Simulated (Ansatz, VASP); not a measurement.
## Two plane-wave programs on SrO

```xyz
2
Lattice="0.0000 2.5355 2.5355 2.5355 0.0000 2.5355 2.5355 2.5355 0.0000" Properties=species:S:1:pos:R:3 pbc="T T T"
Sr    2.5355    2.5355    2.5355
O     0.0000    0.0000    0.0000
```

Alike in both runs: task single point; functional r2SCAN; dispersion rVV10; k mesh 8 × 8 × 8; occupations gaussian, width 0.05 eV; no spin polarisation.

```csv
,VASP,Ansatz
version,VASP 6.6.1,Ansatz 0.2.0
potentials or method,"VASP PAW PBE potentials, release 64 (Sr_sv, O), cutoff 520 eV","scalar-relativistic, plane waves, PAW"
valence electrons in the cell,16,16
```

Ansatz gave:

```
gap on the k mesh at the Fermi level (eV) : 3.73
least direct gap on the mesh (eV)         : 3.77
pressure (GPa)                            : 4.3
```

Estimate VASP's values.

gap on the k mesh at the Fermi level (eV): 3.67; least direct gap on the mesh (eV): 3.72; pressure (GPa): 5.1.

VASP's potentials were made for PBE, not for r2SCAN.
